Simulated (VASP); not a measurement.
Here is a VASP 6.6.1 calculation.

File INCAR:

```
ALGO     = Normal         # electronic algorithm
EDIFF    = 1E-7           # SCF threshold, eV
ENCUT    = 520            # plane-wave cutoff, eV
GGA      = CA             # functional
ISIF     = 2              # what is computed and relaxed
ISMEAR   = -1             # smearing method
ISYM     = 0            
LASPH    = T              # aspherical terms in the spheres
LCHARG   = F              # write CHGCAR
LREAL    = F              # projectors in reciprocal space
LWAVE    = F              # write WAVECAR
NBANDS   = 10             # bands
NELM     = 60             # most SCF steps
PREC     = Accurate       # precision mode
SIGMA    = 0.1            # smearing width, eV
```

Contents of KPOINTS:

```
k-points
0
Gamma
  21 21 12
```

The input POSCAR:

```
Li
1.0
    2.8145311812      0.0000000000      0.0000000000
   -1.4072655906      2.4374555027      0.0000000000
    0.0000000000      0.0000000000      4.6011150102
Li
2
Direct
    0.3333333333      0.6666666667      0.2500000000
    0.6666666667      0.3333333333      0.7500000000
```

Potentials or basis: VASP PAW LDA potentials, release 64 (Li_sv).

Run with:

```sh
$ cat potpaw_LDA.64/Li_sv/POTCAR > POTCAR
$ mpirun -np 1 vasp_std > vasp.out
```

**Question.** Estimate the band gap on the k mesh.

**Answer.** Zero (bands 3 and 4 overlap by 5.04 eV).
